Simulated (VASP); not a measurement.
A run of VASP 6.6.1 is set up as follows.

File INCAR:

```
  ALGO = Normal
  EDIFF = 1E-6
  ENCUT = 520
  GGA = PE
  ISIF = 2
  ISMEAR = 0
  LASPH = True
  LCHARG = False
  LREAL = False
  LWAVE = False
  NBANDS = 13
  NELM = 100
  PREC = Accurate
  SIGMA = 0.1
```

Contents of KPOINTS:

```
k-points
0
Gamma
  18 18 10
```

File POSCAR:

```
Te
1.0
    3.4185232731      0.0000000000      0.0000000000
   -1.7092616365      2.9605279979      0.0000000000
    0.0000000000      0.0000000000      6.1494409838
Te
2
Direct
    0.0000000000      0.0000000000      0.7499927386
    0.0000000000      0.0000000000      0.2500072614
```

Potentials or basis: VASP PAW PBE potentials, release 64 (Te).

The run is started by

```sh
$ cat potpaw_PBE.64/Te/POTCAR > POTCAR
$ mpirun -np 1 vasp_std > vasp.out
```

Task: What does it give for the pressure?

Result: -0.1 GPa.

Task: Predict the band gap on the k mesh.

Result: Zero (band 6 reaches 9.21 eV, above the bottom of band 7 at 4.13 eV).

Caveat: spin-orbit coupling is left out, which moves the levels of the heavy elements.
